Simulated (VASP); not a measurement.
Input of a VASP 6.6.1 run:

The input INCAR:

```
PREC = Accurate
ENCUT = 520
EDIFF = 1E-6
ISMEAR = -1
SIGMA = 0.1
LREAL = False
LASPH = True
NELM = 100
ALGO = Normal
ISIF = 2
LWAVE = False
LCHARG = False
GGA = PE
NBANDS = 8
```

KPOINTS

```
Automatic mesh
0
Gamma
  18 18 18
```

POSCAR

```
Al
1.0
   -1.2211354462      1.2211354462      1.2211354462
    1.2211354462     -1.2211354462      1.2211354462
    1.2211354462      1.2211354462     -1.2211354462
Al
1
Direct
    0.0000000000      0.0000000000      0.0000000000
```

Potentials or basis: VASP PAW PBE potentials, release 64 (Al).

Run with:

```sh
$ cat potpaw_PBE.64/Al/POTCAR > POTCAR
$ mpirun -np 1 vasp_std > vasp.out
```

Question: Estimate the pressure.

Answer: 333.1 GPa.
